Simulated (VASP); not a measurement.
Wanted: the native input for a VASP 6.6.1 run.

```yaml
Task: single point
Functional: PBE
Potentials_or_basis: VASP PAW PBE potentials, release 64 (Cd, Se)
Cutoff: 520 eV
k_mesh: 4 × 6 × 4
Occupations: gaussian, width 0.02 eV
Spin: no spin polarisation
Dipole_correction: no
Further_INCAR_settings: ALGO = Normal; EDIFF = 1e-07; NBANDS = 46
```

The structure of CdSe lies in POSCAR:

```
CdSe
1.0
    8.1647019000      0.0000000000      0.0000000000
    0.0000000000      4.5070220000      0.0000000000
    0.0000000000      0.0000000000      7.4791059000
Cd Se
4 4
Direct
    0.8407570000      0.7500000000      0.3990120000
    0.6592430000      0.2500000000      0.8990120000
    0.3407570000      0.7500000000      0.1009880000
    0.1592430000      0.2500000000      0.6009880000
    0.8223160000      0.2500000000      0.5959510000
    0.6776840000      0.7500000000      0.0959510000
    0.3223160000      0.2500000000      0.9040490000
    0.1776840000      0.7500000000      0.4040490000
```

One way to write it, as run:

INCAR

```
PREC = Accurate ; ENCUT = 520
EDIFF = 1E-7 ; ISMEAR = 0
SIGMA = 0.02 ; LREAL = F
LASPH = T ; NELM = 100
ALGO = Normal ; ISIF = 2
LWAVE = F ; LCHARG = F
GGA = PE ; NBANDS = 46
```

KPOINTS

```
regular mesh
0
Gamma
  4 6 4
```

Potentials or basis: VASP PAW PBE potentials, release 64 (Cd, Se).

Launch:

```bash
$ cat potpaw_PBE.64/Cd/POTCAR potpaw_PBE.64/Se/POTCAR > POTCAR
$ mpirun -np 1 vasp_std > vasp.out
```

Results of the run:

The pressure is 0.2 GPa and the largest force is 0.011 eV/Å. The band gap on the k mesh is 0.74 eV.

Caveat: semilocal functionals underestimate gaps, and a narrow one can read as zero.

Wall time 6.9 min on 1 thread of Intel(R) Xeon(R) Platinum 8259CL CPU @ 2.50GHz (Skylake/Cascade Lake), with other jobs on the host, peak memory 0.55 GiB.
